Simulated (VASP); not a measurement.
Here is a VASP 6.6.1 calculation.

The input INCAR:

```
SYSTEM = BN
PREC = Accurate
ENCUT = 520
EDIFF = 1E-6
ISMEAR = 0
SIGMA = 0.01
LREAL = .FALSE.
LASPH = .TRUE.
NELM = 100
ALGO = Normal
ISIF = 2
LWAVE = .FALSE.
LCHARG = .TRUE.
GGA = PS
LELF = .TRUE.
LVHAR = .TRUE.
NBANDS = 16
```

The input KPOINTS:

```
regular mesh
0
G
  12 12 6
  0 0 0
```

The input POSCAR:

```
BN
1.0
    2.5411128863      0.0000000000      0.0000000000
   -1.2705564431      2.2006683134      0.0000000000
    0.0000000000      0.0000000000      4.2032050594
B N
2 2
Direct
    0.6666666667      0.3333333333      0.0002698175
    0.3333333333      0.6666666667      0.5002698175
    0.6666666667      0.3333333333      0.3747301825
    0.3333333333      0.6666666667      0.8747301825
```

Potentials or basis: VASP PAW PBE potentials, release 64 (B, N).

Run with:

```console
$ cat potpaw_PBE.64/B/POTCAR potpaw_PBE.64/N/POTCAR > POTCAR
$ mpirun -np 1 vasp_std > vasp.out
```

Problem. Estimate the pressure.

Solution. 0.6 GPa.

Problem. Estimate the band gap on the k mesh.

Solution. 4.95 eV, indirect (least direct gap 8.22 eV).

Forces in eV/Å, atoms in the order of the input:
```
B    0.000  0.000  0.002
B    0.000  0.000  0.002
N    0.000  0.000 -0.002
N    0.000  0.000 -0.002
```

Caveat: the PAW data sets were made with another functional, which shifts forces and pressure a little. A k mesh can miss the band edges.
